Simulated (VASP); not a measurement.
# W8C8O in VASP: a series of runs

Runs on W8C8O. Level: PBE. Tasks: single point.

All numbers are computed with VASP 6.6.1; they aren't measurements. Logs are shortened: lines on timing, memory, paths and dates and some standing lists are left out, and cuts for length are marked.

## (1) The cell of the first run

The cell holds a slab with vacuum, 17 atoms: a = 5.783 Å, b = 5.783 Å, c = 15.245 Å, α = 90.00°, β = 90.00°, γ = 120.00°.

## (2) Single point, PBE

The input, INCAR:

```
SYSTEM = W8C8O
PREC = Accurate ; ENCUT = 520
EDIFF = 1E-6 ; ISMEAR = -1
SIGMA = 0.05 ; LREAL = Auto
LASPH = .TRUE. ; NELM = 100
ALGO = Normal ; ISIF = 2
LWAVE = .FALSE. ; LCHARG = .TRUE.
GGA = PE ; LELF = .TRUE.
LVHAR = .TRUE. ; NBANDS = 89
```

The input, KPOINTS:

```
regular mesh
0
G
  2 2 1
  0 0 0
```

The input, POSCAR:

```
W8C8O
1.0
    5.7832000000      0.0000000000      0.0000000000
   -2.8916000000      5.0083980000      0.0000000000
    0.0000000000      0.0000000000     15.2447000000
W C O
8 8 1
Direct
    0.0000000000      0.0000000000      0.0655965680
    0.0168934801      0.0028352379      0.2536422494
    0.0000000998      0.5000001997      0.0655965680
    0.0104119457      0.5226222037      0.2513398099
    0.5000000000      0.0000000000      0.0655965680
    0.5095403405     -0.0302691599      0.2474302544
    0.5000000998      0.5000001997      0.0655965680
    0.5010019039      0.4988221783      0.2536750477
    0.3418042387      0.1650028612      0.1440828616
    0.3575267482      0.1557783547      0.3212460724
    0.3249894967      0.6697950123      0.1514755948
    0.3279084893      0.6609698351      0.3306919782
    0.8682531946      0.1838711700      0.1718564485
    0.7046555617      0.0209448211      0.3803092222
    0.8399451289      0.6675787348      0.1506687570
    0.8301707804      0.6729297472      0.3306198220
   -0.2295639871      0.0669475549      0.4537183415
```

Potentials or basis: VASP PAW PBE potentials, release 64 (W_sv, C, O).

Command:

```sh
$ cat potpaw_PBE.64/W_sv/POTCAR potpaw_PBE.64/C/POTCAR potpaw_PBE.64/O/POTCAR > POTCAR
$ mpirun -np 1 vasp_std > vasp.out
```

OUTCAR:

```text
SYSTEM = W8C8O
   PREC = Accurate
   ENCUT = 520
   EDIFF = 1E-6
   ISMEAR = -1
   LREAL = Auto
   LASPH = .TRUE.
   NELM = 100
   ISIF = 2
   GGA = PE

 ion  position               nearest neighbor table
   1  0.000  0.000  0.066-   9 2.09  15 2.11  13 2.27   2 2.87   3 2.89   7 2.89   5 2.89   5 2.89
                             7 2.89   3 2.89
   2  0.017  0.003  0.254-  10 2.00  16 2.03  13 2.07  15 2.30   9 2.33  14 2.68   4 2.76   8 2.83
                             6 2.84   1 2.87   8 2.95   6 2.95   4 3.03
   3  0.000  0.500  0.066-  11 2.09  15 2.09  13 2.27   4 2.83   1 2.89   5 2.89   7 2.89   7 2.89
                             5 2.89   1 2.89
   4  0.010  0.523  0.251-  12 2.00  16 2.05  13 2.09  11 2.19  15 2.20   6 2.75   2 2.76   3 2.83
                             8 2.88   8 2.91   2 3.03   6 3.06
   5  0.500  0.000  0.066-   9 2.01  11 2.11  13 2.45   6 2.78   7 2.89   3 2.89   1 2.89   1 2.89
                             3 2.89   7 2.89
   6  0.510  0.970  0.247-  12 2.01  10 2.04  11 2.11  13 2.14  14 2.27   9 2.41   8 2.70   4 2.75
                             5 2.78   2 2.84   2 2.95   4 3.06   8 3.09
   7  0.500  0.500  0.066-   9 2.06  15 2.14  11 2.17   8 2.87   5 2.89   1 2.89   3 2.89   3 2.89
                             1 2.89   5 2.89
   8  0.501  0.499  0.254-  10 2.01  16 2.02  12 2.05  15 2.31  11 2.33   9 2.36   6 2.70   2 2.83
                             7 2.87   4 2.88   4 2.91   2 2.95   6 3.09
   9  0.342  0.165  0.144-   5 2.01   7 2.06   1 2.09   2 2.33   8 2.36   6 2.41
  10  0.358  0.156  0.321-   2 2.00   8 2.01   6 2.04
  11  0.325  0.670  0.151-   3 2.09   6 2.11   5 2.11   7 2.17   4 2.19   8 2.33
  12  0.328  0.661  0.331-   4 2.00   6 2.01   8 2.05
  13  0.868  0.184  0.172-   2 2.07   4 2.09   6 2.14   1 2.27   3 2.27   5 2.45
  14  0.705  0.021  0.380-  17 1.17   6 2.27   2 2.68
  15  0.840  0.668  0.151-   3 2.09   1 2.11   7 2.14   4 2.20   2 2.30   8 2.31
  16  0.830  0.673  0.331-   8 2.02   2 2.03   4 2.05
  17  0.770  0.067  0.454-  14 1.17

  LATTYP: Found a hexagonal cell.
 ALAT       =     5.7832000000
 C/A-ratio  =     2.6360319546

  Lattice vectors:

 A1 = (   5.7832000000,   0.0000000000,   0.0000000000)
 A2 = (  -2.8916000000,   5.0083980000,   0.0000000000)
 A3 = (   0.0000000000,   0.0000000000,  15.2447000000)

Analysis of symmetry for initial positions (statically):
=====================================================================
 Subroutine PRICEL returns:
 Original cell was already a primitive cell.

 Routine SETGRP: Setting up the symmetry group for a
 hexagonal supercell.

 Subroutine GETGRP returns: Found  1 space group operations
 (whereof  1 operations were pure point group operations)
 out of a pool of 24 trial point group operations.

The static configuration has the point symmetry C_1 .
[... 131 lines left out ...]
   TEBEG  =    0.0;   TEEND  =   0.0 temperature during run
   PSTRESS=    0.0 pullay stress
   NELECT =     150.0000    total number of electrons
   NUPDOWN=      -1.0000    fix difference up-down
   EMIN   =  10.00;   EMAX   =-10.00  energy-range for DOS
   EFERMI =   0.00;   METHOD = LEGACY
   ISMEAR =    -1;   SIGMA  =   0.05  broadening in eV -4-tet -1-fermi 0-gaus
   EFERMI_NEDOS =   21; number of points for ismear=-14 and -15
   IALGO  =     38    algorithm
   IMIX   =      4    mixing-type and parameters
     AMIX     =   0.40;   BMIX     =  1.00
     AMIX_MAG =   1.60;   BMIX_MAG =  1.00
  volume/ion in A,a.u.               =      25.97       175.28
  Fermi-wavevector in a.u.,A,eV,Ry     =   1.142291  2.158616 17.753261  1.304828
  Thomas-Fermi vector in A             =   2.278989
   LORBIT       =      0    0 simple, 1 ext, 2 COOP (PROOUT), +10 PAW based schemes
   GGA     = PE    functional components
   LHFCALC =     F    Hartree Fock is set to
   AEXX    =    0.0000 exact exchange contribution
   IVDW    =     0    specifies the selected vdW correction
   LEPSILON=     F    determine dielectric tensor
   LRPA    =     F    only Hartree local field effects (RPA)
 non-spin polarized calculation
  energy-cutoff  :      520.00
  volume of cell :      441.56
 maximum number of plane-waves:     11925
 NGX is ok and might be reduce to    48
   NGX = 21   NGY = 21   NGZ = 57

 number of electron     149.9999996 magnetization

 Free energy of the ion-electron system (eV)
  ---------------------------------------------------
  ext. energy  EPLUGINS =         0.00000000
  ---------------------------------------------------
  free energy    TOTEN  =      -169.46537386 eV

  energy without entropy =     -169.43027236  energy(sigma->0) =     -169.44782311

 E-fermi :   1.2705     XC(G=0):  -6.7562

 val. band max:        1.2122072578   @ k =   0.0000   0.0000   0.0000
 cond. band min:       1.3574833499   @ k =   0.0000   0.0000   0.0000
 fundamental gap:      0.1452760921
 Fermi energy:         1.2704857078

 k-point     1 :       0.0000    0.0000    0.0000
  band No.  band energies     occupation
      1     -72.9003      2.00000
      2     -72.8396      2.00000
      3     -72.8151      2.00000
      4     -72.7740      2.00000
      5     -72.6902      2.00000
      6     -72.6089      2.00000
[... 349 lines left out ...]
     86       3.2745      0.00000
     87       3.6618      0.00000
 [bands above 87 left out]

------------------------ aborting loop because EDIFF is reached ----------------------------------------

  FORCE on cell =-STRESS in cart. coord.  units (eV):
  Direction    XX          YY          ZZ          XY          YZ          ZX
  --------------------------------------------------------------------------------------
  -------------------------------------------------------------------------------------
  Total        3.8244813     11.0301771      1.0547166     -2.3123252     -1.0405088     -2.0612093
  in kB       13.8770513     40.0227696      3.8270172     -8.3902241     -3.7754646     -7.4790555
  external PRESSURE =      19.2422794 kB  Pullay stress =       0.0000000 kB

 VOLUME and BASIS-vectors are now :
 -----------------------------------------------------------------------------
  energy-cutoff  :      520.00
  volume of cell :      441.56
      direct lattice vectors                 reciprocal lattice vectors
     5.783200000  0.000000000  0.000000000     0.172914649  0.099832322  0.000000000
    -2.891600000  5.008398000  0.000000000     0.000000000  0.199664643  0.000000000
     0.000000000  0.000000000 15.244700000     0.000000000  0.000000000  0.065596568

 POSITION                                       TOTAL-FORCE (eV/Angst)
 -----------------------------------------------------------------------------------
      0.00000      0.00000      1.00000        -0.231405      0.312435      0.121624
      0.08950      0.01420      3.86670         1.123851     -0.722899     -0.163075
     -1.44580      2.50420      1.00000         0.051611     -0.417823      0.097538
     -1.45100      2.61750      3.83160         0.208026     -1.007240      0.965919
      2.89160      0.00000      1.00000         0.949753     -0.109779     -1.228034
      0.14270      4.85680      3.77200        -2.148380      4.150833      2.218292
[... 9 lines left out ...]
      2.85520      3.37030      5.04020         0.427330      0.206859     -0.800152
      4.26200      0.33530      6.91680        -0.383557     -0.423460     -0.803024
 -----------------------------------------------------------------------------------
    total drift:                                0.007121      0.007632     -0.039962

  FREE ENERGIE OF THE ION-ELECTRON SYSTEM (eV)
  ---------------------------------------------------
  free  energy   TOTEN  =      -169.4653738637 eV

  energy  without entropy=     -169.4302723618  energy(sigma->0) =     -169.44782311
```

stdout:

```text
POSCAR found type information on POSCAR W C O
 POSCAR found :  3 types and      17 ions
 scaLAPACK will be used
 LDA part: xc-table for (Slater+PW92), standard interpolation
 POSCAR, INCAR and KPOINTS ok, starting setup
 FFT: planning ... GRIDC
 FFT: planning ... GRID_SOFT
 FFT: planning ... GRID
 WAVECAR not read
 entering main loop
```

Wall time 4.4 min (1 thread of Intel Xeon 6975P-C (Granite Rapids), shared host); peak memory 0.62 GiB.

What came out:

- Free energy: -169.4654 eV
- Largest force: 5.174 eV/Å
- Band gap on the k mesh: zero (band 75 reaches 1.52 eV, above the bottom of band 76 at 0.83 eV)

Forces in eV/Å, atoms in the order of the input:
```
W   -0.231  0.312  0.122
W    1.124 -0.723 -0.163
W    0.052 -0.418  0.098
W    0.208 -1.007  0.966
W    0.950 -0.110 -1.228
W   -2.148  4.151  2.218
W    0.225  0.355 -0.595
W    1.282 -1.326  0.889
C   -0.425 -0.530  2.048
C   -0.515  0.188  0.262
C    0.460 -0.096 -0.239
C    0.336 -1.216  0.028
C   -1.060 -0.690 -3.245
C   -0.112  0.618 -0.073
C   -0.188  0.709  0.515
C    0.427  0.207 -0.800
O   -0.384 -0.423 -0.803
```

Levels at points of the mesh, in eV from the Fermi level:
```tsv
k point	band 72	band 73	band 74	band 75	band 76	band 77	band 78	band 79	band 80	band 81
(0.00, 0.00, 0.00)	-0.06	0.09	0.11	0.25	0.58	0.72	1.02	1.20	1.29	1.91
(0.50, 0.00, 0.00)	-1.35	-1.14	-0.76	-0.57	-0.44	0.84	1.03	1.14	1.24	1.30
(0.00, 0.50, 0.00)	-1.16	-0.84	-0.80	-0.48	-0.38	0.32	0.85	0.96	1.12	1.19
(0.50, 0.50, 0.00)	-1.38	-1.07	-0.91	-0.44	-0.27	0.59	0.76	0.97	1.07	1.27
```

Caveat: the k points lie up to 0.63 Å⁻¹ apart; spin-orbit coupling is left out, which moves the levels of the heavy elements.

## (3) Single point, PBE

The input, INCAR:

```
SYSTEM = W8C8O
  ALGO = Normal
  EDIFF = 1E-6
  ENCUT = 520
  GGA = PE
  ISIF = 2
  ISMEAR = -1
  LASPH = .True.
  LCHARG = .True.
  LELF = .True.
  LREAL = Auto
  LVHAR = .True.
  LWAVE = .False.
  NBANDS = 89
  NELM = 80
  PREC = Accurate
  SIGMA = 0.05
```

The input, KPOINTS:

```
k-points
0
Gamma
  2 2 1
  0 0 0
```

The input, POSCAR:

```
W8C8O
1.0
    5.7832000000      0.0000000000      0.0000000000
   -2.8916000000      5.0083980000      0.0000000000
    0.0000000000      0.0000000000     15.2447000000
W C O
8 8 1
Direct
    0.0000000000      0.0000000000      0.0655965680
    0.0295856589      0.0052911130      0.2529469258
    0.0000000998      0.5000001997      0.0655965680
    0.0130695189      0.5172512248      0.2512086168
    0.5000000000      0.0000000000      0.0655965680
    0.5258892117     -0.0146553848      0.2514513241
    0.5000000998      0.5000001997      0.0655965680
    0.5090172315      0.4828290403      0.2541604623
    0.3296993004      0.1373692746      0.1572677718
    0.3436194168      0.1422810248      0.3363070444
    0.3361498751      0.6591928197      0.1541060172
    0.3069998113      0.6107142444      0.3315447336
    0.8135100382      0.1576951353      0.1387564203
    0.6016497962     -0.0451441758      0.3802698643
    0.8479000879      0.6807566012      0.1513771999
    0.8745260253      0.6782607932      0.3296358735
   -0.3567064717     -0.0651905060      0.4545317389
```

Potentials or basis: VASP PAW PBE potentials, release 64 (W_sv, C, O).

Command:

```sh
$ cat potpaw_PBE.64/W_sv/POTCAR potpaw_PBE.64/C/POTCAR potpaw_PBE.64/O/POTCAR > POTCAR
$ mpirun -np 1 vasp_std > vasp.out
```

It took 4.7 min on 1 thread of Intel Xeon 6975P-C (Granite Rapids), shared host; peak memory 0.61 GiB.

Results (log left out):

```yaml
Free_energy: -169.4218 eV
Largest_force: 4.511 eV/Å
Band_gap_on_the_k_mesh: zero (band 75 reaches 1.37 eV, above the bottom of band 76 at 0.61 eV)
```

Forces on the atoms (eV/Å):
```
W    0.633  0.013 -1.013
W   -1.114 -0.894  0.981
W    0.247  0.617 -1.106
W    1.064 -2.822 -0.989
W   -1.372 -1.369 -1.768
W   -2.468  0.362  0.796
W    0.245 -0.471  0.146
W    0.790  0.753  1.206
C   -0.004  1.274 -0.898
C    0.078  0.186 -1.620
C   -0.014  0.408 -0.328
C    0.841  1.189 -0.198
C    2.361  1.104  3.682
C    0.521 -0.333  1.453
C    0.059 -0.678  0.232
C   -1.580  0.067 -0.218
O   -0.288  0.594 -0.359
```

Levels at points of the mesh, in eV from the Fermi level:
```
           k point  band 74  band 75  band 76  band 77  band 78  band 79
(0.00, 0.00, 0.00)     0.10     0.23     0.61     0.70     0.88     1.29
(0.50, 0.00, 0.00)    -0.93    -0.75    -0.53     0.70     0.90     1.04
(0.00, 0.50, 0.00)    -0.74    -0.63    -0.45     0.13     0.82     0.99
(0.50, 0.50, 0.00)    -0.84    -0.65    -0.51     0.43     0.88     1.09
```

Caveat: the k points lie up to 0.63 Å⁻¹ apart; spin-orbit coupling is left out, which moves the levels of the heavy elements.

## (4) Single point, PBE

The input, INCAR:

```
SYSTEM = W8C8O
  ALGO = Normal
  EDIFF = 1E-6
  ENCUT = 520
  GGA = PE
  ISIF = 2
  ISMEAR = -1
  LASPH = .True.
  LCHARG = .False.
  LREAL = Auto
  LWAVE = .False.
  NBANDS = 89
  NELM = 100
  PREC = Accurate
  SIGMA = 0.05
```

KPOINTS is that of step 3.

The input, POSCAR:

```
W8C8O
1.0
    5.7832000000      0.0000000000      0.0000000000
   -2.8916000000      5.0083980000      0.0000000000
    0.0000000000      0.0000000000     15.2447000000
W C O
8 8 1
Direct
    0.0000000000      0.0000000000      0.0655965680
    0.0256952060     -0.0033543660      0.2526714202
    0.0000000998      0.5000001997      0.0655965680
    0.0195702484      0.4915543853      0.2499229240
    0.5000000000      0.0000000000      0.0655965680
    0.5232971592      0.0078268540      0.2577223560
    0.5000000998      0.5000001997      0.0655965680
    0.5258604489      0.4792350768      0.2574009328
    0.3416898929      0.1687166236      0.1502423793
    0.3542208926      0.1633456447      0.3268152210
    0.3426291235      0.6904802693      0.1538567502
    0.3724941683      0.6707733690      0.3275695816
    0.8758493809      0.1728496817      0.1663856947
    0.5184994397     -0.1449764975      0.3937630783
    0.8493580852      0.6668998750      0.1556868945
    0.8392311476      0.6593725179      0.3231418132
   -0.4729503457     -0.1371097105      0.4727544655
```

Command:

```sh
$ cat potpaw_PBE.64/W_sv/POTCAR potpaw_PBE.64/C/POTCAR potpaw_PBE.64/O/POTCAR > POTCAR
$ mpirun -np 1 vasp_std > vasp.out
```

Run time: 4.9 min. Hardware: 1 thread of Intel Xeon 6975P-C (Granite Rapids), shared host; peak memory 0.61 GiB.

The run converged. Its results:

```
Free energy            : -169.8795 eV
Largest force          : 4.854 eV/Å
Band gap on the k mesh : zero (band 75 reaches 1.31 eV, above the bottom of band 76 at 0.52 eV)
```

Forces on the atoms (eV/Å):
```
W    0.315  0.062  0.750
W   -0.293 -0.543 -0.085
W    0.893 -0.134  0.477
W    0.399  2.742  1.104
W    0.639  0.282  0.313
W    1.468 -1.189 -3.741
W    0.309  0.321  0.681
W   -3.420  2.407 -2.465
C    0.498 -0.684 -0.059
C   -0.635 -1.278  2.169
C    0.345 -0.989 -0.041
C   -0.783 -1.101  1.123
C   -2.284 -0.634 -2.485
C   -0.642 -0.985  2.061
C    0.262 -0.066 -0.842
C    2.519  0.979  1.984
O    0.411  0.810 -0.943
```

Levels at points of the mesh, in eV from the Fermi level:
| k point | band 73 | band 74 | band 75 | band 76 | band 77 | band 78 | band 79 | band 80 |
| --- | --- | --- | --- | --- | --- | --- | --- | --- |
| (0.00, 0.00, 0.00) | 0.05 | 0.08 | 0.17 | 0.29 | 0.79 | 1.00 | 1.15 | 1.27 |
| (0.50, 0.00, 0.00) | -1.08 | -0.91 | -0.72 | -0.54 | 0.61 | 0.92 | 1.09 | 1.12 |
| (0.00, 0.50, 0.00) | -1.14 | -0.94 | -0.46 | -0.05 | 0.32 | 0.67 | 0.90 | 1.01 |
| (0.50, 0.50, 0.00) | -0.99 | -0.76 | -0.72 | -0.62 | 0.33 | 0.58 | 0.86 | 1.11 |

Caveat: the k points lie up to 0.63 Å⁻¹ apart; spin-orbit coupling is left out, which moves the levels of the heavy elements.

## (5) Single point, PBE

The input, INCAR:

```
SYSTEM = W8C8O
ALGO = Normal
EDIFF = 1E-6
ENCUT = 520
GGA = PE
ISIF = 2
ISMEAR = -1
LASPH = .TRUE.
LCHARG = .FALSE.
LREAL = Auto
LWAVE = .FALSE.
NBANDS = 89
NELM = 60
PREC = Accurate
SIGMA = 0.05
```

The input, KPOINTS:

```
k-points
0
G
  2 2 1
  0 0 0
```

The input, POSCAR:

```
W8C8O
1.0
    5.7832000000      0.0000000000      0.0000000000
   -2.8916000000      5.0083980000      0.0000000000
    0.0000000000      0.0000000000     15.2447000000
W C O
8 8 1
Direct
    0.0000000000      0.0000000000      0.0655965680
   -0.0019530446     -0.0335436601      0.2576501997
    0.0000000998      0.5000001997      0.0655965680
    0.0132933951      0.4896176382      0.2549213825
    0.5000000000      0.0000000000      0.0655965680
    0.5077777397     -0.0146354184      0.2548689053
    0.5000000998      0.5000001997      0.0655965680
    0.5144229854      0.4940901262      0.2612252127
    0.3265367088      0.1762439806      0.1508655467
    0.3251474892      0.1620877574      0.3174545908
    0.3550988793      0.6813555951      0.1601933787
    0.3343930836      0.6653624572      0.3521289366
    0.8484566037      0.1770626056      0.1618923298
    0.3809688834     -0.2570482617      0.4419962348
    0.8510902908      0.6679780640      0.1561919880
    0.8668145388      0.6436788770      0.3338668521
   -0.4597576013     -0.0741354820      0.4874808950
```

Command:

```sh
$ cat potpaw_PBE.64/W_sv/POTCAR potpaw_PBE.64/C/POTCAR potpaw_PBE.64/O/POTCAR > POTCAR
$ mpirun -np 1 vasp_std > vasp.out
```

Run time: 4.5 min. Hardware: 1 thread of Intel Xeon 6975P-C (Granite Rapids), shared host; peak memory 0.61 GiB.

The run converged. Its results:

* Free energy: -169.9119 eV
* Largest force: 4.485 eV/Å
* Band gap on the k mesh: zero (band 75 reaches 1.58 eV, above the bottom of band 76 at 0.92 eV)

Forces on the atoms (eV/Å):
```
W   -0.155  0.022  1.025
W   -2.276  1.576 -2.038
W    0.454 -0.200  1.292
W    0.414 -0.223 -0.340
W    0.517  0.321  1.390
W   -0.077  1.522 -0.956
W    0.109  0.499  1.284
W   -0.469  0.944 -1.741
C    1.474 -0.817  0.374
C    1.607 -1.329  3.805
C   -0.553 -0.857 -0.674
C    0.095 -0.401  0.767
C   -0.542 -1.187 -1.442
C    1.876  3.175 -2.552
C    0.035 -0.357 -0.740
C   -1.208  0.225  0.641
O   -1.300 -2.914 -0.094
```

Levels at points of the mesh, in eV from the Fermi level:
| k point | band 72 | band 73 | band 74 | band 75 | band 76 | band 77 | band 78 | band 79 |
| --- | --- | --- | --- | --- | --- | --- | --- | --- |
| (0.00, 0.00, 0.00) | -0.18 | 0.05 | 0.09 | 0.11 | 0.47 | 0.68 | 0.83 | 1.08 |
| (0.50, 0.00, 0.00) | -1.36 | -1.05 | -0.98 | -0.66 | 0.01 | 0.18 | 0.78 | 0.90 |
| (0.00, 0.50, 0.00) | -1.27 | -1.14 | -1.05 | -0.70 | -0.24 | 0.43 | 0.59 | 0.87 |
| (0.50, 0.50, 0.00) | -1.28 | -1.11 | -0.75 | -0.59 | -0.55 | 0.15 | 0.74 | 0.95 |

Caveat: the k points lie up to 0.63 Å⁻¹ apart; spin-orbit coupling is left out, which moves the levels of the heavy elements.
